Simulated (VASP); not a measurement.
A run of VASP 6.6.1 is set up as follows.

Contents of INCAR:

```
PREC = Accurate
ENCUT = 520
EDIFF = 1E-7
ISMEAR = 0
SIGMA = 0.1
LREAL = Auto
LASPH = True
NELM = 100
ALGO = Normal
ISIF = 2
LWAVE = False
LCHARG = True
GGA = PE
LELF = True
LVHAR = True
NBANDS = 95
```

The input KPOINTS:

```
Automatic mesh
0
Gamma
  2 4 4
```

The input POSCAR:

```
Hf6Al2O15
1.0
   10.4389267200      0.0000000000      0.0000000000
    0.0000000000      5.0047636900      0.0000000000
    0.0000000000      0.0000000000      5.0326850500
Al Hf O
2 6 15
Direct
    0.0165030000      0.2674791800      0.2414403500
    0.2334970000      0.2674791800      0.7414403500
    0.5165030000      0.2674791800      0.2414403500
    0.7334970000      0.2674791800      0.7414403500
    0.2665030000      0.7325208200      0.2414403500
    0.7665030000      0.7325208200      0.2414403500
    0.4834970000      0.7325208200      0.7414403500
    0.9834970000      0.7325208200      0.7414403500
    0.6839362800      0.0713546000      0.3792672600
    0.0660637200      0.0713546000      0.8792672600
    0.5660637200      0.0713546000      0.8792672600
    0.3669742600      0.4601169500      0.4922923900
    0.8669742600      0.4601169500      0.4922923900
    0.3830257400      0.4601169500      0.9922923900
    0.8830257400      0.4601169500      0.9922923900
    0.1330257400      0.5398830500      0.9922923900
    0.6330257400      0.5398830500      0.9922923900
    0.1169742600      0.5398830500      0.4922923900
    0.6169742600      0.5398830500      0.4922923900
    0.4339362800      0.9286454000      0.3792672600
    0.9339362800      0.9286454000      0.3792672600
    0.3160637200      0.9286454000      0.8792672600
    0.8160637200      0.9286454000      0.8792672600
```

Potentials or basis: VASP PAW PBE potentials, release 64 (Al, Hf_pv, O).

Launch:

```bash
$ cat potpaw_PBE.64/Al/POTCAR potpaw_PBE.64/Hf_pv/POTCAR potpaw_PBE.64/O/POTCAR > POTCAR
$ mpirun -np 1 vasp_std > vasp.out
```

(1) Estimate the largest force.

(2) Predict the band gap on the k mesh.

Answers

(1) 3.842 eV/Å.

(2) 1.07 eV.

Caveat: the cell stands under tension; spin-orbit coupling is left out, which moves the levels of the heavy elements; forces of over 1 eV/Å act on the atoms, so gaps and moduli don't describe the material at rest.
